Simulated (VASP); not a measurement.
A run of VASP 6.6.1:

File INCAR:

```
  PREC = Accurate
  ENCUT = 520
  EDIFF = 1E-6
  ISMEAR = 0
  SIGMA = 0.15
  LREAL = False
  LASPH = True
  NELM = 150
  ALGO = Normal
  ISIF = 2
  LWAVE = False
  LCHARG = False
  ISPIN = 2
  MAGMOM = 1 0 0
  LORBIT = 11
  NUPDOWN = 1.0
  LMAXMIX = 4
  GGA = PS
  NBANDS = 22
```

Contents of KPOINTS:

```
regular mesh
0
Gamma
  12 12 12
```

File POSCAR:

```
Si2Mo
1.0
   -1.5892614214      1.5892614214      3.9041200105
    1.5892614214     -1.5892614214      3.9041200105
    1.5892614214      1.5892614214     -3.9041200105
Mo Si
1 2
Direct
    0.0000000000      0.0000000000      0.0000000000
    0.6670000000      0.6670000000      0.0000000000
    0.3330000000      0.3330000000      0.0000000000
```

Potentials or basis: VASP PAW PBE potentials, release 64 (Mo_sv, Si).

Run with:

```sh
$ cat potpaw_PBE.64/Mo_sv/POTCAR potpaw_PBE.64/Si/POTCAR > POTCAR
$ mpirun -np 1 vasp_std > vasp.out
```

Hardware: 1 thread of Oxide Virtual Turin-like Processor, on a shared host.

Problem. Estimate the wall time of this run.

Solution. Run time: 8.2 min on 1 thread of Oxide Virtual Turin-like Processor, with other jobs on the host, peak memory 0.35 GiB. Counts: scf iterations 13, k points 163.
